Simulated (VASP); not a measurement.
# LiCl (Fm-3m) in VASP: single point with PBE

Aim: the single point of LiCl with PBE.

All numbers are computed with VASP 6.6.1; they aren't measurements. Logs are shortened: lines on timing, memory, paths and dates and some standing lists are left out, and cuts for length are marked.

### 1 The cell of the first run

The structure is cubic, space group Fm-3m (No. 225). The conventional cell has a = 5.283 Å, b = 5.283 Å, c = 5.283 Å, α = 90.00°, β = 90.00°, γ = 90.00°. Li (site symmetry m-3m) has 6 Cl at 2.64 Å within 3.5 Å. Cl (site symmetry m-3m) has 6 Li at 2.64 Å within 3.5 Å.

### 2 Single point, PBE (strained)

INCAR

```
ALGO = Normal
EDIFF = 1E-6
ENCUT = 750
GGA = PE
GGA_COMPAT = False
ISIF = 2
ISMEAR = 0
LASPH = True
LCHARG = False
LREAL = False
LWAVE = False
NBANDS = 12
NELM = 120
PREC = Accurate
SIGMA = 0.02
```

KPOINTS

```
k-points
0
Gamma
  8 8 8
```

POSCAR

```
LiCl
1.0
    0.0000000000      2.6415489144      2.6415489144
    2.6415489144      0.0000000000      2.6415489144
    2.6415489144      2.6415489144      0.0000000000
Li Cl
1 1
Direct
    0.0000000000      0.0000000000      0.0000000000
    0.5000000000      0.5000000000      0.5000000000
```

Potentials or basis: VASP PAW PBE potentials, release 64 (Li_sv, Cl).

Launch:

```bash
$ cat potpaw_PBE.64/Li_sv/POTCAR potpaw_PBE.64/Cl/POTCAR > POTCAR
$ mpirun -np 1 vasp_std > vasp.out
```

OUTCAR:

```text
EDIFF = 1E-6
   ENCUT = 750
   GGA = PE
   ISIF = 2
   ISMEAR = 0
   LASPH = True
   LREAL = False
   NELM = 120
   PREC = Accurate

 ion  position               nearest neighbor table
   1  0.000  0.000  0.000-
   2  0.500  0.500  0.500-

  LATTYP: Found a face centered cubic cell.
 ALAT       =     5.2830978288

  Lattice vectors:

 A1 = (   0.0000000000,   2.6415489144,   2.6415489144)
 A2 = (   2.6415489144,   0.0000000000,   2.6415489144)
 A3 = (   2.6415489144,   2.6415489144,   0.0000000000)

Analysis of symmetry for initial positions (statically):
=====================================================================
 Subroutine PRICEL returns:
 Original cell was already a primitive cell.

 Routine SETGRP: Setting up the symmetry group for a
 face centered cubic supercell.

 Subroutine GETGRP returns: Found 48 space group operations
 (whereof 48 operations were pure point group operations)
 out of a pool of 48 trial point group operations.

The static configuration has the point symmetry O_h .

Analysis of symmetry for dynamics (positions and initial velocities):
=====================================================================
 Subroutine PRICEL returns:
 Original cell was already a primitive cell.

 Routine SETGRP: Setting up the symmetry group for a
 face centered cubic supercell.

 Subroutine GETGRP returns: Found 48 space group operations
 (whereof 48 operations were pure point group operations)
 out of a pool of 48 trial point group operations.

The dynamic configuration has the point symmetry O_h .

 Subroutine INISYM returns: Found 48 space group operations
 (whereof 48 operations are pure point group operations),
 and found     1 'primitive' translations

----------------------------------------------------------------------------------------

                                     Primitive cell

  volume of cell :      36.8643

  direct lattice vectors                    reciprocal lattice vectors
     0.000000000  2.641548914  2.641548914    -0.189282885  0.189282885  0.189282885
     2.641548914  0.000000000  2.641548914     0.189282885 -0.189282885  0.189282885
     2.641548914  2.641548914  0.000000000     0.189282885  0.189282885 -0.189282885

  length of vectors
     3.735714300  3.735714300  3.735714300     0.327847574  0.327847574  0.327847574

  position of ions in fractional coordinates (direct lattice)
     0.000000000  0.000000000  0.000000000
     0.500000000  0.500000000  0.500000000

  ion indices of the primitive-cell ions
   primitive index   ion index
                 1           1
                 2           2

----------------------------------------------------------------------------------------

 KPOINTS: k-points

Automatic generation of k-mesh.
 Grid dimensions read from file:
 generate k-points for:    8    8    8

 Generating k-lattice:

  Cartesian coordinates                     Fractional coordinates (reciprocal lattice)
    -0.023660361  0.023660361  0.023660361     0.125000000  0.000000000  0.000000000
     0.023660361 -0.023660361  0.023660361     0.000000000  0.125000000  0.000000000
     0.023660361  0.023660361 -0.023660361     0.000000000  0.000000000  0.125000000

  Length of vectors
     0.040980947  0.040980947  0.040980947

  Shift w.r.t. Gamma in fractional coordinates (k-lattice)
     0.000000000  0.000000000  0.000000000

 Subroutine IBZKPT returns following result:
 ===========================================

 Found     29 irreducible k-points:

 Following reciprocal coordinates:
            Coordinates               Weight
  0.000000  0.000000  0.000000      1.000000
  0.125000  0.000000  0.000000      8.000000
  0.250000  0.000000  0.000000      8.000000
  0.375000  0.000000  0.000000      8.000000
  0.500000  0.000000  0.000000      4.000000
  0.125000  0.125000  0.000000      6.000000
[... 16 lines left out ...]
  0.500000  0.250000  0.125000     48.000000
 -0.375000  0.250000  0.125000     24.000000
 [... further k-points ...]
   k-points           NKPTS =     29   k-points in BZ     NKDIM =     29   number of bands    NBANDS=     12
   number of dos      NEDOS =    301   number of ions     NIONS =      2
   total plane-waves  NPLWV =  46656
   dimension x,y,z NGX =    36 NGY =   36 NGZ =   36
   dimension x,y,z NGXF=    72 NGYF=   72 NGZF=   72
   ions per type =               1   1
   NGX,Y,Z   is equivalent  to a cutoff of  16.02, 16.02, 16.02 a.u.
   NGXF,Y,Z  is equivalent  to a cutoff of  32.04, 32.04, 32.04 a.u.
 SYSTEM =  unknown system
   PREC   = accura    normal or accurate (medium, high low for compatibility)
   ISTART =      0    job   : 0-new  1-cont  2-samecut
   ICHARG =      2    charge: 1-file 2-atom 10-const
   ISPIN  =      1    spin polarized calculation?
   LNONCOLLINEAR =      F non collinear calculations
   LSORBIT =      F    spin-orbit coupling
   LASPH  =      T    aspherical Exc in radial PAW
   ENCUT  =  750.0 eV  55.12 Ry    7.42 a.u.   8.34  8.34  8.34*2*pi/ulx,y,z
   NELM   =    120;   NELMIN=  2; NELMDL= -5     # of ELM steps
   EDIFF  = 0.1E-05   stopping-criterion for ELM
   LREAL  =      F    real-space projection
[... 7 lines left out ...]
   TEBEG  =    0.0;   TEEND  =   0.0 temperature during run
   PSTRESS=    0.0 pullay stress
   NELECT =      10.0000    total number of electrons
   NUPDOWN=      -1.0000    fix difference up-down
   EMIN   =  10.00;   EMAX   =-10.00  energy-range for DOS
   EFERMI =   0.00;   METHOD = LEGACY
   ISMEAR =     0;   SIGMA  =   0.02  broadening in eV -4-tet -1-fermi 0-gaus
   EFERMI_NEDOS =   21; number of points for ismear=-14 and -15
   IALGO  =     38    algorithm
   IMIX   =      4    mixing-type and parameters
     AMIX     =   0.40;   BMIX     =  1.00
     AMIX_MAG =   1.60;   BMIX_MAG =  1.00
  volume/ion in A,a.u.               =      18.43       124.39
  Fermi-wavevector in a.u.,A,eV,Ry     =   1.059757  2.002650 15.280489  1.123084
  Thomas-Fermi vector in A             =   2.195114
   LORBIT       =      0    0 simple, 1 ext, 2 COOP (PROOUT), +10 PAW based schemes
   GGA     = PE    functional components
   LHFCALC =     F    Hartree Fock is set to
   AEXX    =    0.0000 exact exchange contribution
   IVDW    =     0    specifies the selected vdW correction
   LEPSILON=     F    determine dielectric tensor
   LRPA    =     F    only Hartree local field effects (RPA)
 non-spin polarized calculation
 Gauss-broadening in eV      SIGMA  =   0.02
  energy-cutoff  :      750.00
  volume of cell :       36.86
 maximum number of plane-waves:      1759
 NGX is ok and might be reduce to    36
   NGX = 17   NGY = 17   NGZ = 17

 number of electron      10.0000000 magnetization

 number of electron       9.9999999 magnetization

 Free energy of the ion-electron system (eV)
  ---------------------------------------------------
  ext. energy  EPLUGINS =         0.00000000
  ---------------------------------------------------
  free energy    TOTEN  =        -7.36460636 eV

  energy without entropy =       -7.36460636  energy(sigma->0) =       -7.36460636

 E-fermi :   0.1392     XC(G=0):  -8.3541

 val. band max:       -0.0484642795   @ k =   0.0000   0.0000   0.0000
 cond. band min:       5.8101462505   @ k =   0.0000   0.0000   0.0000
 fundamental gap:      5.8586105300
 Fermi energy:         0.1391942921

 k-point     1 :       0.0000    0.0000    0.0000
  band No.  band energies     occupation
      1     -43.7374      2.00000
      2     -13.1578      2.00000
      3      -0.0485      2.00000
      4      -0.0485      2.00000
      5      -0.0485      2.00000
      6       5.8101      0.00000
      7      11.8032      0.00000
      8      11.8032      0.00000
      9      11.8032      0.00000
     10      13.9456      0.00000
     11      13.9456      0.00000
     12      13.9456      0.00000

 k-point     2 :       0.1250    0.0000    0.0000
  band No.  band energies     occupation
      1     -43.7371      2.00000
      2     -13.0957      2.00000
      3      -0.5137      2.00000
      4      -0.0834      2.00000
      5      -0.0834      2.00000
      6       6.2633      0.00000
      7      10.9743      0.00000
      8      11.6365      0.00000
      9      11.6365      0.00000
     10      12.8229      0.00000
     11      12.8229      0.00000
     12      14.4115      0.00000

 k-point     3 :       0.2500    0.0000    0.0000
  band No.  band energies     occupation
      1     -43.7365      2.00000
      2     -12.9387      2.00000
      3      -1.4431      2.00000
      4      -0.1636      2.00000
      5      -0.1636      2.00000
      6       6.8343      0.00000
      7      10.5122      0.00000
      8      10.5122      0.00000
      9      10.5618      0.00000
     10      13.6753      0.00000
     11      13.6753      0.00000
     12      14.9376      0.00000

 k-point     4 :       0.3750    0.0000    0.0000
  band No.  band energies     occupation
      1     -43.7359      2.00000
      2     -12.7707      2.00000
      3      -2.2243      2.00000
      4      -0.2387      2.00000
      5      -0.2387      2.00000
      6       6.7482      0.00000
      7       9.6793      0.00000
      8       9.6794      0.00000
      9      11.4034      0.00000
     10      15.3455      0.00000
     11      15.3455      0.00000
     12      15.5773      0.00000

 k-point     5 :       0.5000    0.0000    0.0000
  band No.  band energies     occupation
      1     -43.7357      2.00000
      2     -12.6974      2.00000
      3      -2.5220      2.00000
      4      -0.2684      2.00000
      5      -0.2684      2.00000
      6       6.6131      0.00000
      7       9.3926      0.00000
      8       9.3926      0.00000
      9      12.0371      0.00000
     10      16.2477      0.00000
     11      16.7042      0.00000
     12      16.7042      0.00000
[... 228 lines left out ...]
      1     -43.7352      2.00000
      2     -12.5074      2.00000
      3      -2.5604      2.00000
      4      -0.9955      2.00000
      5      -0.9955      2.00000
      6       7.6217      0.00000
      7       8.3548      0.00000
      8      11.6654      0.00000
      9      13.4038      0.00000
     10      13.4038      0.00000
     11      16.5949      0.00000
     12      18.1169      0.00000

 k-point    22 :       0.3750    0.2500    0.1250
  band No.  band energies     occupation
      1     -43.7361      2.00000
      2     -12.8121      2.00000
      3      -1.6274      2.00000
      4      -0.7812      2.00000
      5      -0.3336      2.00000
      6       7.9350      0.00000
      7       9.4772      0.00000
      8       9.6690      0.00000
      9      11.2791      0.00000
     10      12.7824      0.00000
     11      16.0216      0.00000
     12      16.4772      0.00000

 k-point    23 :       0.5000    0.2500    0.1250
  band No.  band energies     occupation
      1     -43.7356      2.00000
      2     -12.6692      2.00000
      3      -2.0761      2.00000
      4      -1.0809      2.00000
      5      -0.4668      2.00000
      6       8.0879      0.00000
      7       9.1799      0.00000
      8      10.0785      0.00000
      9      10.8964      0.00000
     10      13.9521      0.00000
     11      16.9342      0.00000
     12      17.2313      0.00000

 k-point    24 :      -0.3750    0.2500    0.1250
  band No.  band energies     occupation
      1     -43.7354      2.00000
      2     -12.6074      2.00000
      3      -2.2706      2.00000
      4      -1.1652      2.00000
      5      -0.5434      2.00000
      6       7.9689      0.00000
      7       9.1147      0.00000
      8      10.2876      0.00000
      9      11.1229      0.00000
     10      15.0596      0.00000
     11      15.5055      0.00000
     12      17.5918      0.00000

 [... further k-points ...]

------------------------ aborting loop because EDIFF is reached ----------------------------------------

  FORCE on cell =-STRESS in cart. coord.  units (eV):
  Direction    XX          YY          ZZ          XY          YZ          ZX
  --------------------------------------------------------------------------------------
  -------------------------------------------------------------------------------------
  Total       -0.4872731     -0.4872731     -0.4872731     -0.0000000     -0.0000000      0.0000000
  in kB      -21.1776143    -21.1776143    -21.1776143     -0.0000000     -0.0000000      0.0000000
  external PRESSURE =     -21.1776143 kB  Pullay stress =       0.0000000 kB

 VOLUME and BASIS-vectors are now :
 -----------------------------------------------------------------------------
  energy-cutoff  :      750.00
  volume of cell :       36.86
      direct lattice vectors                 reciprocal lattice vectors
     0.000000000  2.641548914  2.641548914    -0.189282885  0.189282885  0.189282885
     2.641548914  0.000000000  2.641548914     0.189282885 -0.189282885  0.189282885
     2.641548914  2.641548914  0.000000000     0.189282885  0.189282885 -0.189282885

 POSITION                                       TOTAL-FORCE (eV/Angst)
 -----------------------------------------------------------------------------------
      0.00000      0.00000      0.00000        -0.000000      0.000000     -0.000000
      2.64155      2.64155      2.64155         0.000000     -0.000000      0.000000
 -----------------------------------------------------------------------------------
    total drift:                                0.000000      0.000000      0.000000

  FREE ENERGIE OF THE ION-ELECTRON SYSTEM (eV)
  ---------------------------------------------------
  free  energy   TOTEN  =        -7.3646063571 eV

  energy  without entropy=       -7.3646063571  energy(sigma->0) =       -7.36460636
```

It took 37 s on 1 thread of Intel Xeon 8259CL, shared host; peak memory 0.2 GiB.

Results:

| Item | Value |
| --- | --- |
| Free energy | -7.3646 eV |
| Pressure | -2.1 GPa |
| Band gap on the k mesh | 5.86 eV |

Levels at points of the mesh, in eV from the valence-band top:
| k point | band 2 | band 3 | band 4 | band 5 | band 6 | band 7 | band 8 | band 9 |
| --- | --- | --- | --- | --- | --- | --- | --- | --- |
| (0.00, 0.00, 0.00) | -13.11 | 0.00 | 0.00 | 0.00 | 5.86 | 11.85 | 11.85 | 11.85 |
| (0.50, 0.00, 0.00) | -12.65 | -2.47 | -0.22 | -0.22 | 6.66 | 9.44 | 9.44 | 12.09 |
| (0.50, 0.50, 0.00) | -12.46 | -2.51 | -0.95 | -0.95 | 7.67 | 8.40 | 11.71 | 13.45 |

Caveat: the cell differs from its parent crystal (strained). A k mesh can miss the band edges.
